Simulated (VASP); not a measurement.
Input of a VASP 6.6.1 run:

The input POSCAR:

```
CdF2
1.0
    0.0000000000      2.6955961382      2.6955961382
    2.6955961382      0.0000000000      2.6955961382
    2.6955961382      2.6955961382      0.0000000000
Cd F
1 2
Direct
    0.0000000000      0.0000000000      0.0000000000
    0.2500000000      0.2500000000      0.2500000000
    0.7500000000      0.7500000000      0.7500000000
```

Contents of INCAR.step1:

```
SYSTEM = CdF2
PREC = Accurate
ENCUT = 520
ISMEAR = -1
SIGMA = 0.02
LREAL = .False.
LASPH = .True.
NELM = 80
NBANDS = 20
GGA = PE
ALGO = Normal
EDIFF = 1E-4
LWAVE = .True.
LCHARG = .False.
```

The input INCAR.step2:

```
SYSTEM = CdF2
PREC = Accurate
ENCUT = 520
EDIFF = 1E-7
ISMEAR = -1
SIGMA = 0.02
LREAL = .False.
LASPH = .True.
NELM = 80
ALGO = Normal
ISIF = 2
LWAVE = .False.
LCHARG = .False.
METAGGA = R2SCAN
LMIXTAU = .True.
NBANDS = 20
ISTART = 1
```

File KPOINTS:

```
regular mesh
0
Gamma
  8 8 8
  0 0 0
```

Potentials or basis: VASP PAW PBE potentials, release 64 (Cd, F).

Launch:

```sh
$ cat potpaw_PBE.64/Cd/POTCAR potpaw_PBE.64/F/POTCAR > POTCAR
$ cp INCAR.step1 INCAR
$ mpirun -np 1 vasp_std > vasp.out
$ cp INCAR.step2 INCAR
$ mpirun -np 1 vasp_std > vasp.out
```

**Question.** Estimate the pressure.

**Answer.** 0.8 GPa.

**Question.** Estimate the band gap on the k mesh.

**Answer.** 3.74 eV (least direct gap 4.25 eV).

Caveat: the PAW data sets were made with another functional, which shifts forces and pressure a little. r2SCAN opens gaps a little over a GGA but as a rule still falls short of measured ones.
